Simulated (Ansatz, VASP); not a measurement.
**Na: VASP beside Ansatz**

```
CELL_PARAMETERS angstrom
-2.11500 2.11500 2.11500
2.11500 -2.11500 2.11500
2.11500 2.11500 -2.11500
ATOMIC_POSITIONS crystal
Na 0.00000 0.00000 0.00000
```

Alike in both runs: task single point; functional PBEsol; k mesh 14 × 14 × 14; occupations gaussian, width 0.05 eV; no spin polarisation.

```csv
,VASP,Ansatz
version,VASP 6.6.1,Ansatz 0.2.0
potentials or method,"VASP PAW PBE potentials, release 64 (Na_pv), cutoff 520 eV","scalar-relativistic, plane waves, PAW"
valence electrons in the cell,7,9
```

|  | VASP | Ansatz | Ansatz less VASP |
| --- | --- | --- | --- |
| pressure (GPa) | -0.3 | -0.3 | 0.00 |

VASP's potentials were made for PBE, not for PBEsol. With one functional, cell and mesh, what is left measures potentials, basis and numerics. VASP's potentials hold 7 valence electrons a cell and Ansatz's 9, so a difference there can come from the potentials and not from the codes.
